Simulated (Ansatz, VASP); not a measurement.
I: VASP beside Ansatz

```xyz
4
Lattice="3.6015 -2.0827 0.0000 3.6015 2.0827 0.0000 0.0000 0.0000 9.3227" Properties=species:S:1:pos:R:3 pbc="T T T"
I     3.6015   -1.3776    1.1450
I     3.6015   -0.7051    5.8063
I     3.6015    1.3776    8.1777
I     3.6015    0.7051    3.5163
```

Alike in both runs: task single point; functional PBEsol; k mesh 8 × 8 × 3; occupations fermi-dirac, width 0.05 eV; no spin polarisation.

|  | VASP | Ansatz |
| --- | --- | --- |
| version | VASP 6.6.1 | Ansatz 0.2.0 |
| potentials or method | VASP PAW PBE potentials, release 64 (I), cutoff 520 eV | plane waves (420 eV) with PAW, scalar-relativistic |
| valence electrons in the cell | 28 | 68 |

|  | VASP | Ansatz | Ansatz less VASP |
| --- | --- | --- | --- |
| pressure (GPa) | 5.1 | 5.1 | -0.01 |
| traceless stress, the component that is largest in VASP (GPa) | -4.35 | -4.34 | +0.011 |

VASP's potentials were made for PBE, not for PBEsol, and Ansatz warns of the same on its side. VASP's potentials hold 28 valence electrons a cell and Ansatz's 68, so a difference there can come from the potentials and not from the codes.

Spin-orbit coupling is off throughout.
